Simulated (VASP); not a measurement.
Input of a VASP 6.6.1 run:

Contents of INCAR:

```
SYSTEM = Ta6S
PREC = Accurate
ENCUT = 520
EDIFF = 1E-6
ISMEAR = 0
SIGMA = 0.1
LREAL = .FALSE.
LASPH = .TRUE.
NELM = 100
ALGO = Fast
ISIF = 2
LWAVE = .FALSE.
LCHARG = .FALSE.
LDIPOL = .TRUE.
IDIPOL = 3
DIPOL = 0.5 0.5 0.337
GGA = CA
IBRION = 2
NSW = 36
EDIFFG = -0.025
KPAR = 4
```

Contents of KPOINTS:

```
regular mesh
0
G
  6 6 1
  0 0 0
```

The input POSCAR:

```
Ta6S
1.0
    4.6002247492      0.0000000000      0.0000000000
   -2.3001123746      3.9839114959      0.0000000000
    0.0000000000      0.0000000000     19.9017722044
Ta S
6 1
Selective dynamics
Direct
    0.6666666667      0.3333333333      0.2009871261  F F F
    0.3333333333      0.6666666667      0.2481697054  F F F
    0.0000000000      0.0000000000      0.2953522847  F F F
    0.6666666667      0.3333333333      0.3395777425  F F F
    0.3333333333      0.6666666667      0.3810648003  F F F
    0.0000000000      0.0000000000      0.4221620124  F F F
    0.8888888889      0.4444444444      0.4703989227  F F T
```

Potentials or basis: VASP PAW LDA potentials, release 64 (Ta_pv, S).

The run is started by

```sh
$ cat potpaw_LDA.64/Ta_pv/POTCAR potpaw_LDA.64/S/POTCAR > POTCAR
$ mpirun -np 4 vasp_std > vasp.out
```

(1) Predict the energy gained by relaxing.

(2) Estimate the band gap on the k mesh.

Answers

(1) 8.2 meV/atom.

(2) zero (bands 36 and 37 overlap by 0.15 eV).

Caveat: spin-orbit coupling is left out, which moves the levels of the heavy elements.
